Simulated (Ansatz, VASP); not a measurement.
# Ti3H: VASP beside Ansatz

```
CELL_PARAMETERS angstrom
4.60374 0.00000 0.00000
-2.30187 3.98696 0.00000
0.00000 0.00000 22.49682
ATOMIC_POSITIONS crystal
Ti 0.66667 0.33333 0.17780
Ti 0.33333 0.66667 0.21957
Ti 0.00000 0.00000 0.26135
Ti 0.66667 0.33333 0.29805
Ti 0.33333 0.66667 0.33046
Ti 0.00000 0.00000 0.37769
H 0.41854 0.00000 0.53771
H 0.58146 0.00000 0.53771
```

Alike in both runs: task single point; functional PBE; k mesh 6 × 6 × 1; occupations gaussian, width 0.1 eV; no spin polarisation.

```csv
,VASP,Ansatz
version,VASP 6.6.1,Ansatz 0.2.0
potentials or method,"VASP PAW PBE potentials, release 64 (Ti_sv, H), cutoff 520 eV","scalar-relativistic, plane waves, PAW"
valence electrons in the cell,74,74
```

```tsv
	VASP	Ansatz	Ansatz less VASP
gap on the k mesh at the Fermi level (eV)	none	none	-
rms of the force components (eV/Å)	0.158	0.159	+0.0005
```

Atom by atom the forces differ by 0.010 eV/Å (rms over components). A gap of «none» marks a metal or a gap that the smearing closes.
